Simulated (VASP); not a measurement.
# SrCl2 (I4/mmm) in VASP: a series of runs, part 2 of 2

VASP 6.6.1. The steps go on from the part before.

## 3. Single point, r2SCAN

This run uses another cell than the first one, of the same volume but with other edges.

POSCAR reads:

```
SrCl2
1.0
    0.0000000000      3.5332525093      3.3919224089
    3.5332525093      0.0000000000      3.3919224089
    3.5332525093      3.5332525093      0.0000000000
Sr Cl
1 2
Direct
    0.0000000000      0.0000000000      0.0000000000
    0.2500000000      0.2500000000      0.2500000000
    0.7500000000      0.7500000000      0.7500000000
```

INCAR.step1 reads:

```
SYSTEM = SrCl2
PREC = Accurate
ENCUT = 520
ISMEAR = 0
SIGMA = 0.05
LREAL = .FALSE.
LASPH = .TRUE.
NELM = 80
NBANDS = 19
GGA = PE
ALGO = Normal
EDIFF = 1E-4
LWAVE = .TRUE.
LCHARG = .FALSE.
```

INCAR.step2 reads:

```
SYSTEM = SrCl2
PREC = Accurate
ENCUT = 520
EDIFF = 1E-7
ISMEAR = 0
SIGMA = 0.05
LREAL = .FALSE.
LASPH = .TRUE.
NELM = 80
ALGO = Normal
ISIF = 2
LWAVE = .FALSE.
LCHARG = .FALSE.
METAGGA = R2SCAN
LMIXTAU = .TRUE.
NBANDS = 19
ISTART = 1
```

KPOINTS reads:

```
regular mesh
0
G
  6 6 6
  0 0 0
```

Potentials or basis: VASP PAW PBE potentials, release 64 (Sr_sv, Cl).

Started as:

```sh
$ cat potpaw_PBE.64/Sr_sv/POTCAR potpaw_PBE.64/Cl/POTCAR > POTCAR
$ cp INCAR.step1 INCAR
$ mpirun -np 1 vasp_std > vasp.out
$ cp INCAR.step2 INCAR
$ mpirun -np 1 vasp_std > vasp.out
```

OUTCAR:

```text
SYSTEM = SrCl2
   PREC = Accurate
   ENCUT = 520
   EDIFF = 1E-7
   ISMEAR = 0
   LREAL = .FALSE.
   LASPH = .TRUE.
   NELM = 80
   ISIF = 2
   METAGGA = R2SCAN
   ISTART = 1

 ion  position               nearest neighbor table
   1  0.000  0.000  0.000-   3 3.02   3 3.02   2 3.02   2 3.02   3 3.02   2 3.02   3 3.02   2 3.02

   2  0.250  0.250  0.250-   1 3.02   1 3.02   1 3.02   1 3.02
   3  0.750  0.750  0.750-   1 3.02   1 3.02   1 3.02   1 3.02

  LATTYP: Found a body centered tetragonal cell.
 ALAT       =     4.9967736179
 C/A-ratio  =     1.3576450199

  Lattice vectors:

 A1 = (   0.0000000000,  -3.5332525093,  -3.3919224089)
 A2 = (   0.0000000000,   3.5332525093,  -3.3919224089)
 A3 = (   3.5332525093,   0.0000000000,   3.3919224089)

Analysis of symmetry for initial positions (statically):
=====================================================================
 Subroutine PRICEL returns:
 Original cell was already a primitive cell.

 Routine SETGRP: Setting up the symmetry group for a
 body centered tetragonal supercell.

 Subroutine GETGRP returns: Found 16 space group operations
 (whereof 16 operations were pure point group operations)
[... 167 lines left out ...]

 val. band max:       -0.0141905641   @ k =   0.5000   0.5000   0.0000
 cond. band min:       5.7206060746   @ k =   0.0000   0.0000   0.0000
 fundamental gap:      5.7347966387
 Fermi energy:         0.3016445119

 k-point     1 :       0.0000    0.0000    0.0000
  band No.  band energies     occupation
      1     -34.1507      2.00000
      2     -15.5292      2.00000
      3     -15.5172      2.00000
      4     -15.5171      2.00000
      5     -14.0968      2.00000
      6     -13.2081      2.00000
[... 505 lines left out ...]
      6     -13.3631      2.00000
[... 11 lines left out ...]
     18       9.4604      0.00000
     19      10.4396      0.00000

 [... further k-points ...]

------------------------ aborting loop because EDIFF is reached ----------------------------------------

  FORCE on cell =-STRESS in cart. coord.  units (eV):
  Direction    XX          YY          ZZ          XY          YZ          ZX
  --------------------------------------------------------------------------------------
  -------------------------------------------------------------------------------------
  Total       -0.1641805     -0.1641805      1.0487051      0.0000000      0.0000000     -0.0000000
  in kB       -3.1060395     -3.1060395     19.8398646      0.0000000      0.0000000     -0.0000000
  external PRESSURE =       4.5425952 kB  Pullay stress =       0.0000000 kB

 VOLUME and BASIS-vectors are now :
 -----------------------------------------------------------------------------
  energy-cutoff  :      520.00
  volume of cell :       84.69
      direct lattice vectors                 reciprocal lattice vectors
     0.000000000  3.533252509  3.391922409    -0.141512671  0.141512671  0.147409032
     3.533252509  0.000000000  3.391922409     0.141512671 -0.141512671  0.147409032
     3.533252509  3.533252509  0.000000000     0.141512671  0.141512671 -0.147409032

 POSITION                                       TOTAL-FORCE (eV/Angst)
 -----------------------------------------------------------------------------------
      0.00000      0.00000      0.00000        -0.000000      0.000000      0.000000
      1.76663      1.76663      1.69596         0.000000      0.000000     -0.000000
      5.29988      5.29988      5.08788        -0.000000     -0.000000      0.000000
 -----------------------------------------------------------------------------------
    total drift:                                0.000000      0.000000      0.000000

  FREE ENERGIE OF THE ION-ELECTRON SYSTEM (eV)
  ---------------------------------------------------
  free  energy   TOTEN  =       -35.6789584637 eV

  energy  without entropy=      -35.6789584637  energy(sigma->0) =      -35.67895846
```

OSZICAR.step1:

```text
N       E                     dE             d eps       ncg     rms          rms(c)
DAV:   1     0.139009265606E+03    0.13901E+03   -0.11330E+04  1140   0.113E+03
DAV:   2    -0.392470423938E+01   -0.14293E+03   -0.13820E+03  1476   0.221E+02
DAV:   3    -0.127674223564E+02   -0.88427E+01   -0.88163E+01  1538   0.544E+01
DAV:   4    -0.130412512664E+02   -0.27383E+00   -0.27336E+00  1821   0.823E+00
DAV:   5    -0.130443481666E+02   -0.30969E-02   -0.30965E-02  1604   0.865E-01    0.130E+01
DAV:   6    -0.127479293752E+02    0.29642E+00   -0.59280E-01  1347   0.432E+00    0.834E+00
DAV:   7    -0.127571914623E+02   -0.92621E-02   -0.36647E-01  1558   0.363E+00    0.212E+00
DAV:   8    -0.127629758276E+02   -0.57844E-02   -0.54770E-02  1298   0.129E+00    0.406E-01
DAV:   9    -0.127639973465E+02   -0.10215E-02   -0.20424E-03  1446   0.269E-01    0.146E-01
DAV:  10    -0.127653415481E+02   -0.13442E-02   -0.93858E-04  1215   0.179E-01    0.348E-02
DAV:  11    -0.127654482599E+02   -0.10671E-03   -0.70388E-05  1360   0.479E-02    0.404E-02
DAV:  12    -0.127654707641E+02   -0.22504E-04   -0.24698E-05   963   0.267E-02
   1 F= -.12765471E+02 E0= -.12765471E+02  d E =-.668091E-19
```

Wall time 1.9 min (1 thread of Intel Xeon Platinum 8488C (Sapphire Rapids), shared host); peak memory 0.25 GiB.

Results:

| Item | Value |
| --- | --- |
| Free energy | -35.6790 eV |
| Pressure | 0.5 GPa |
| Band gap on the k mesh | 5.73 eV (least direct gap 5.79 eV) |

Caveat: the PAW data sets were made with another functional, which shifts forces and pressure a little.
